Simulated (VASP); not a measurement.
# Ta8N7 (a cell with a defect) in VASP: further runs

The runs below take Ta8N7 (a cell with a defect) through single point, relaxation of the atoms, with PBE.

Everything below comes from runs of VASP 6.6.1. Logs are shortened: lines on timing, memory, paths and dates and some standing lists are left out, and cuts for length are marked.

## (1) The cell of the first run

The cell holds a defect, 15 atoms: a = 6.163 Å, b = 6.163 Å, c = 6.163 Å, α = 60.00°, β = 60.00°, γ = 60.00°.

## (2) Single point, PBE

Input file INCAR:

```
SYSTEM = Ta8N7
PREC = Accurate
ENCUT = 520
EDIFF = 1E-6
ISMEAR = -1
SIGMA = 0.15
LREAL = .FALSE.
LASPH = .TRUE.
NELM = 120
ALGO = Normal
ISIF = 2
LWAVE = .FALSE.
LCHARG = .TRUE.
GGA = PE
LELF = .TRUE.
LVHAR = .TRUE.
NBANDS = 74
GGA_COMPAT = .FALSE.
```

Input file KPOINTS:

```
Automatic mesh
0
G
  3 3 3
  0 0 0
```

Input file POSCAR:

```
Ta8N7
1.0
    0.0000000000      4.3580000000      4.3580000000
    4.3580000000      0.0000000000      4.3580000000
    4.3580000000      4.3580000000      0.0000000000
Ta N
8 7
Direct
    0.2500000000      0.2500000000      0.2500000000
    0.2339998690      0.2339998690      0.7660001310
    0.2339998690      0.7660001310      0.2339998690
    0.2339998690      0.7660001310      0.7660001310
    0.7660001310      0.2339998690      0.2339998690
    0.7660001310      0.2339998690      0.7660001310
    0.7660001310      0.7660001310      0.2339998690
    0.7500000000      0.7500000000      0.7500000000
    0.0000000000      0.0000000000      0.5000000000
    0.0000000000      0.5000000000      0.0000000000
    0.0000000000      0.5000000000      0.5000000000
    0.5000000000      0.0000000000      0.0000000000
    0.5000000000      0.0000000000      0.5000000000
    0.5000000000      0.5000000000      0.0000000000
    0.5000000000      0.5000000000      0.5000000000
```

Potentials or basis: VASP PAW PBE potentials, release 64 (Ta_pv, N).

Run with:

```bash
cat potpaw_PBE.64/Ta_pv/POTCAR potpaw_PBE.64/N/POTCAR > POTCAR
mpirun -np 1 vasp_std > vasp.out
```

OUTCAR:

```text
SYSTEM = Ta8N7
   PREC = Accurate
   ENCUT = 520
   EDIFF = 1E-6
   ISMEAR = -1
   LREAL = .FALSE.
   LASPH = .TRUE.
   NELM = 120
   ISIF = 2
   GGA = PE

 ion  position               nearest neighbor table
   1  0.250  0.250  0.250-   9 2.18  10 2.18  11 2.18  12 2.18  13 2.18  14 2.18   2 3.08   4 3.08
                             6 3.08   2 3.08   3 3.08   5 3.08   5 3.08   6 3.08   7 3.08   3 3.08
   2  0.234  0.234  0.766-  10 2.18  11 2.18  12 2.18  13 2.18  15 2.32   4 2.88   5 2.88   6 2.88
                             3 2.88   8 3.08   8 3.08   1 3.08   1 3.08   3 3.28   5 3.28   4 3.28
   3  0.234  0.766  0.234-   9 2.18  11 2.18  12 2.18  14 2.18  15 2.32   4 2.88   5 2.88   7 2.88
                             2 2.88   8 3.08   8 3.08   1 3.08   1 3.08   7 3.28   5 3.28   2 3.28
   4  0.234  0.766  0.766-   9 2.18  10 2.18  13 2.18  14 2.18  15 2.32   3 2.88   6 2.88   7 2.88
                             2 2.88   8 3.08   8 3.08   1 3.08   1 3.08   7 3.28   3 3.28   6 3.28
   5  0.766  0.234  0.234-   9 2.18  10 2.18  13 2.18  14 2.18  15 2.32   3 2.88   6 2.88   7 2.88
                             2 2.88   8 3.08   8 3.08   1 3.08   1 3.08   7 3.28   3 3.28   2 3.28
   6  0.766  0.234  0.766-   9 2.18  11 2.18  12 2.18  14 2.18  15 2.32   4 2.88   5 2.88   7 2.88
                             2 2.88   8 3.08   8 3.08   1 3.08   1 3.08   5 3.28   4 3.28   7 3.28
   7  0.766  0.766  0.234-  10 2.18  11 2.18  12 2.18  13 2.18  15 2.32   4 2.88   5 2.88   6 2.88
                             3 2.88   8 3.08   8 3.08   1 3.08   1 3.08   5 3.28   4 3.28   6 3.28
   8  0.750  0.750  0.750-   9 2.18  10 2.18  11 2.18  12 2.18  13 2.18  14 2.18   4 3.08   6 3.08
                             7 3.08   3 3.08   5 3.08   7 3.08   2 3.08   5 3.08   6 3.08   2 3.08
   9  0.000  0.000  0.500-   1 2.18   8 2.18   4 2.18   5 2.18   6 2.18   3 2.18
  10  0.000  0.500  0.000-   1 2.18   8 2.18   4 2.18   5 2.18   7 2.18   2 2.18
  11  0.000  0.500  0.500-   1 2.18   8 2.18   3 2.18   6 2.18   7 2.18   2 2.18
  12  0.500  0.000  0.000-   1 2.18   8 2.18   3 2.18   6 2.18   7 2.18   2 2.18
  13  0.500  0.000  0.500-   1 2.18   8 2.18   4 2.18   5 2.18   7 2.18   2 2.18
  14  0.500  0.500  0.000-   1 2.18   8 2.18   4 2.18   5 2.18   6 2.18   3 2.18
  15  0.500  0.500  0.500-   2 2.32   3 2.32   4 2.32   5 2.32   6 2.32   7 2.32

  LATTYP: Found a face centered cubic cell.
 ALAT       =     8.7160000000

  Lattice vectors:

 A1 = (   0.0000000000,   4.3580000000,   4.3580000000)
 A2 = (   4.3580000000,   0.0000000000,   4.3580000000)
 A3 = (   4.3580000000,   4.3580000000,   0.0000000000)

Analysis of symmetry for initial positions (statically):
=====================================================================
 Subroutine PRICEL returns:
 Original cell was already a primitive cell.

 Routine SETGRP: Setting up the symmetry group for a
 face centered cubic supercell.

 Subroutine GETGRP returns: Found 48 space group operations
 (whereof 48 operations were pure point group operations)
 out of a pool of 48 trial point group operations.

The static configuration has the point symmetry O_h .

Analysis of symmetry for dynamics (positions and initial velocities):
=====================================================================
 Subroutine PRICEL returns:
 Original cell was already a primitive cell.

 Routine SETGRP: Setting up the symmetry group for a
 face centered cubic supercell.

 Subroutine GETGRP returns: Found 48 space group operations
 (whereof 48 operations were pure point group operations)
 out of a pool of 48 trial point group operations.

The dynamic configuration has the point symmetry O_h .

 Subroutine INISYM returns: Found 48 space group operations
 (whereof 48 operations are pure point group operations),
 and found     1 'primitive' translations

----------------------------------------------------------------------------------------

                                     Primitive cell

  volume of cell :     165.5357

  direct lattice vectors                    reciprocal lattice vectors
     0.000000000  4.358000000  4.358000000    -0.114731528  0.114731528  0.114731528
     4.358000000  0.000000000  4.358000000     0.114731528 -0.114731528  0.114731528
     4.358000000  4.358000000  0.000000000     0.114731528  0.114731528 -0.114731528
[... 50 lines left out ...]
    -0.038243843  0.038243843  0.038243843     0.333333333  0.000000000  0.000000000
     0.038243843 -0.038243843  0.038243843     0.000000000  0.333333333  0.000000000
     0.038243843  0.038243843 -0.038243843     0.000000000  0.000000000  0.333333333

  Length of vectors
     0.066240279  0.066240279  0.066240279

  Shift w.r.t. Gamma in fractional coordinates (k-lattice)
     0.000000000  0.000000000  0.000000000

 Subroutine IBZKPT returns following result:
 ===========================================

 Found      4 irreducible k-points:

 Following reciprocal coordinates:
            Coordinates               Weight
  0.000000  0.000000  0.000000      1.000000
  0.333333  0.000000  0.000000      8.000000
  0.333333  0.333333  0.000000      6.000000
 -0.333333  0.333333  0.000000     12.000000
   k-points           NKPTS =      4   k-points in BZ     NKDIM =      4   number of bands    NBANDS=     74
   number of dos      NEDOS =    301   number of ions     NIONS =     15
   total plane-waves  NPLWV = 110592
   dimension x,y,z NGX =    48 NGY =   48 NGZ =   48
   dimension x,y,z NGXF=    96 NGYF=   96 NGZF=   96
   ions per type =               8   7
   NGX,Y,Z   is equivalent  to a cutoff of  12.95, 12.95, 12.95 a.u.
   NGXF,Y,Z  is equivalent  to a cutoff of  25.90, 25.90, 25.90 a.u.
 SYSTEM =  Ta8N7
   PREC   = accura    normal or accurate (medium, high low for compatibility)
   ISTART =      0    job   : 0-new  1-cont  2-samecut
   ICHARG =      2    charge: 1-file 2-atom 10-const
   ISPIN  =      1    spin polarized calculation?
   LNONCOLLINEAR =      F non collinear calculations
   LSORBIT =      F    spin-orbit coupling
   LASPH  =      T    aspherical Exc in radial PAW
   ENCUT  =  520.0 eV  38.22 Ry    6.18 a.u.  11.46 11.46 11.46*2*pi/ulx,y,z
   NELM   =    120;   NELMIN=  2; NELMDL= -5     # of ELM steps
   EDIFF  = 0.1E-05   stopping-criterion for ELM
   LREAL  =      F    real-space projection
   EDIFFG = 0.1E-04   stopping-criterion for IOM
   NSW    =      0    number of steps for IOM
   IBRION =     -1    ionic relax: 0-MD 1-quasi-New 2-CG
   NFREE  =      0    steps in history (QN), initial steepest desc. (CG)
   ISIF   =      2    stress and relaxation
   ISYM   =      2    0-nonsym 1-usesym 2-fastsym
   POTIM  = 0.5000    time-step for ionic-motion
   TEBEG  =    0.0;   TEEND  =   0.0 temperature during run
   PSTRESS=    0.0 pullay stress
   NELECT =     123.0000    total number of electrons
   NUPDOWN=      -1.0000    fix difference up-down
   EMIN   =  10.00;   EMAX   =-10.00  energy-range for DOS
   EFERMI =   0.00;   METHOD = LEGACY
   ISMEAR =    -1;   SIGMA  =   0.15  broadening in eV -4-tet -1-fermi 0-gaus
   EFERMI_NEDOS =   21; number of points for ismear=-14 and -15
   IALGO  =     38    algorithm
   IMIX   =      4    mixing-type and parameters
     AMIX     =   0.40;   BMIX     =  1.00
     AMIX_MAG =   1.60;   BMIX_MAG =  1.00
  volume/ion in A,a.u.               =      11.04        74.47
  Fermi-wavevector in a.u.,A,eV,Ry     =   1.482789  2.802065 29.914623  2.198663
  Thomas-Fermi vector in A             =   2.596531
   LORBIT       =      0    0 simple, 1 ext, 2 COOP (PROOUT), +10 PAW based schemes
   GGA     = PE    functional components
   LHFCALC =     F    Hartree Fock is set to
   AEXX    =    0.0000 exact exchange contribution
   IVDW    =     0    specifies the selected vdW correction
   LEPSILON=     F    determine dielectric tensor
   LRPA    =     F    only Hartree local field effects (RPA)
 non-spin polarized calculation
  energy-cutoff  :      520.00
  volume of cell :      165.54
 maximum number of plane-waves:      4477
 NGX is ok and might be reduce to    48
   NGX = 23   NGY = 23   NGZ = 23

 number of electron     122.9999990 magnetization

 Free energy of the ion-electron system (eV)
  ---------------------------------------------------
  ext. energy  EPLUGINS =         0.00000000
  ---------------------------------------------------
  free energy    TOTEN  =      -166.24413550 eV

  energy without entropy =     -165.81932831  energy(sigma->0) =     -166.03173190

 E-fermi :   8.9175     XC(G=0): -13.3779

 val. band max:        8.7744931753   @ k =  -0.3333   0.3333   0.0000
 cond. band min:       9.1135168536   @ k =  -0.3333   0.3333   0.0000
 fundamental gap:      0.3390236783
 Fermi energy:         8.9174757045

 k-point     1 :       0.0000    0.0000    0.0000
  band No.  band energies     occupation
      1     -27.4976      2.00000
      2     -27.4976      2.00000
      3     -27.4976      2.00000
      4     -27.3590      2.00000
      5     -27.3590      2.00000
      6     -27.3590      2.00000
[... 293 lines left out ...]
     72      11.4734      0.00000
     73      11.5085      0.00000
 [bands above 73 left out]

------------------------ aborting loop because EDIFF is reached ----------------------------------------

  FORCE on cell =-STRESS in cart. coord.  units (eV):
  Direction    XX          YY          ZZ          XY          YZ          ZX
  --------------------------------------------------------------------------------------
  -------------------------------------------------------------------------------------
  Total       10.7605599     10.7605599     10.7605599      0.0000000     -0.0000000     -0.0000000
  in kB      104.1486818    104.1486818    104.1486818      0.0000000     -0.0000000     -0.0000000
  external PRESSURE =     104.1486818 kB  Pullay stress =       0.0000000 kB

 VOLUME and BASIS-vectors are now :
 -----------------------------------------------------------------------------
  energy-cutoff  :      520.00
  volume of cell :      165.54
      direct lattice vectors                 reciprocal lattice vectors
     0.000000000  4.358000000  4.358000000    -0.114731528  0.114731528  0.114731528
     4.358000000  0.000000000  4.358000000     0.114731528 -0.114731528  0.114731528
     4.358000000  4.358000000  0.000000000     0.114731528  0.114731528 -0.114731528

 POSITION                                       TOTAL-FORCE (eV/Angst)
 -----------------------------------------------------------------------------------
      2.17900      2.17900      2.17900         0.000000      0.000000      0.000000
      4.35800      4.35800      2.03954        -0.000000      0.000000     -0.020506
      4.35800      2.03954      4.35800        -0.000000     -0.020506      0.000000
      6.67646      4.35800      4.35800         0.020506      0.000000      0.000000
      2.03954      4.35800      4.35800        -0.020506      0.000000      0.000000
      4.35800      6.67646      4.35800        -0.000000      0.020506      0.000000
      4.35800      4.35800      6.67646        -0.000000      0.000000      0.020506
      6.53700      6.53700      6.53700        -0.000000      0.000000     -0.000000
      2.17900      2.17900      0.00000        -0.000000      0.000000     -0.000000
      2.17900      0.00000      2.17900        -0.000000      0.000000     -0.000000
      4.35800      2.17900      2.17900        -0.000000      0.000000      0.000000
      0.00000      2.17900      2.17900        -0.000000      0.000000      0.000000
      2.17900      4.35800      2.17900         0.000000      0.000000      0.000000
      2.17900      2.17900      4.35800        -0.000000      0.000000      0.000000
      4.35800      4.35800      4.35800        -0.000000      0.000000      0.000000
 -----------------------------------------------------------------------------------
    total drift:                                0.000000      0.000000      0.000000

  FREE ENERGIE OF THE ION-ELECTRON SYSTEM (eV)
  ---------------------------------------------------
  free  energy   TOTEN  =      -166.2441355010 eV

  energy  without entropy=     -165.8193283088  energy(sigma->0) =     -166.03173190
```

Wall time 2 min (1 thread of Intel Xeon Platinum 8375C at 2.90GHz (Ice Lake), shared host); peak memory 0.33 GiB.

What came out:

```
Free energy            : -166.2441 eV
Pressure               : 10.4 GPa
Largest force          : 0.021 eV/Å
Band gap on the k mesh : zero (an odd number of electrons rules out a gap without spin polarisation)
```

Forces on the atoms (eV/Å):
```
Ta   0.000  0.000  0.000
Ta   0.000  0.000 -0.021
Ta   0.000 -0.021  0.000
Ta   0.021  0.000  0.000
Ta  -0.021  0.000  0.000
Ta   0.000  0.021  0.000
Ta   0.000  0.000  0.021
Ta   0.000  0.000  0.000
N    0.000  0.000  0.000
N    0.000  0.000  0.000
N    0.000  0.000  0.000
N    0.000  0.000  0.000
N    0.000  0.000  0.000
N    0.000  0.000  0.000
N    0.000  0.000  0.000
```

Caveat: the k points lie up to 0.42 Å⁻¹ apart, too coarse for converged energies and pressures of a metal; spin-orbit coupling is left out, which moves the levels of the heavy elements.

## (3) Relaxation of the atoms, PBE

Input file INCAR:

```
SYSTEM = Ta8N7
ALGO = Normal
EDIFF = 1E-7
EDIFFG = -0.05
ENCUT = 520
GGA = PE
GGA_COMPAT = .FALSE.
IBRION = 2
ISIF = 2
ISMEAR = -1
LASPH = .TRUE.
LCHARG = .FALSE.
LREAL = .FALSE.
LWAVE = .FALSE.
NELM = 120
NELMIN = 4
NSW = 45
PREC = Accurate
SIGMA = 0.15
```

Input file KPOINTS:

```
k-points
0
G
  3 3 3
  0 0 0
```

POSCAR: that of step 2 with these lines changed.

```diff
@@ -9,8 +9,8 @@
     0.2500000000      0.2500000000      0.2500000000
-    0.2339998690      0.2339998690      0.7660001310
-    0.2339998690      0.7660001310      0.2339998690
-    0.2339998690      0.7660001310      0.7660001310
-    0.7660001310      0.2339998690      0.2339998690
-    0.7660001310      0.2339998690      0.7660001310
-    0.7660001310      0.7660001310      0.2339998690
+    0.2500000000      0.2500000000      0.7500000000
+    0.2500000000      0.7500000000      0.2500000000
+    0.2500000000      0.7500000000      0.7500000000
+    0.7500000000      0.2500000000      0.2500000000
+    0.7500000000      0.2500000000      0.7500000000
+    0.7500000000      0.7500000000      0.2500000000
     0.7500000000      0.7500000000      0.7500000000
```

Potentials or basis: VASP PAW PBE potentials, release 64 (Ta_pv, N).

Run with:

```bash
cat potpaw_PBE.64/Ta_pv/POTCAR potpaw_PBE.64/N/POTCAR > POTCAR
mpirun -np 1 vasp_std > vasp.out
```

It took 6.3 min on 1 thread of Intel Xeon Platinum 8375C at 2.90GHz (Ice Lake), shared host; peak memory 0.34 GiB.

Results (log left out):

- Free energy: -166.2441 eV
- Energy gained by relaxing: 41.7 meV/atom
- Ionic steps: 5
- Pressure after relaxing: 10.4 GPa
- Largest force after relaxing: 0.021 eV/Å
- Band gap on the k mesh: zero (an odd number of electrons rules out a gap without spin polarisation)

Forces in eV/Å, atoms in the order of the input:
```
Ta   0.000  0.000  0.000
Ta   0.000  0.000 -0.021
Ta   0.000 -0.021  0.000
Ta   0.021  0.000  0.000
Ta  -0.021  0.000  0.000
Ta   0.000  0.021  0.000
Ta   0.000  0.000  0.021
Ta   0.000  0.000  0.000
N    0.000  0.000  0.000
N    0.000  0.000  0.000
N    0.000  0.000  0.000
N    0.000  0.000  0.000
N    0.000  0.000  0.000
N    0.000  0.000  0.000
N    0.000  0.000  0.000
```

The path:
```csv
step,energy change (eV),largest force (eV/Å),pressure (GPa)
1,0.0000,1.3723,10.40
2,-0.4210,0.7885,9.54
3,-0.6126,0.3032,10.84
4,-0.6208,0.1625,10.23
5,-0.6256,0.0205,10.42
```

Final structure:
```xyz
15
Lattice="0.0000 4.3580 4.3580 4.3580 0.0000 4.3580 4.3580 4.3580 0.0000" Properties=species:S:1:pos:R:3 pbc="T T T"
Ta    2.1790    2.1790    2.1790
Ta    4.3580    4.3580    2.0395
Ta    4.3580    2.0395    4.3580
Ta    6.6765    4.3580    4.3580
Ta    2.0395    4.3580    4.3580
Ta    4.3580    6.6765    4.3580
Ta    4.3580    4.3580    6.6765
Ta    6.5370    6.5370    6.5370
N     2.1790    2.1790    0.0000
N     2.1790    0.0000    2.1790
N     4.3580    2.1790    2.1790
N     0.0000    2.1790    2.1790
N     2.1790    4.3580    2.1790
N     2.1790    2.1790    4.3580
N     4.3580    4.3580    4.3580
```

Levels at points of the mesh, in eV from the Fermi level:
| k point | band 57 | band 58 | band 59 | band 60 | band 61 | band 62 | band 63 | band 64 | band 65 | band 66 |
| --- | --- | --- | --- | --- | --- | --- | --- | --- | --- | --- |
| (0.00, 0.00, 0.00) | -1.43 | -1.43 | -1.43 | 0.27 | 0.27 | 0.27 | 0.70 | 0.70 | 2.10 | 2.10 |

Caveat: the k points lie up to 0.42 Å⁻¹ apart, too coarse for converged energies and pressures of a metal; spin-orbit coupling is left out, which moves the levels of the heavy elements; the relaxation stopped at a loose force limit of 0.05 eV/Å, so its end isn't a converged minimum.
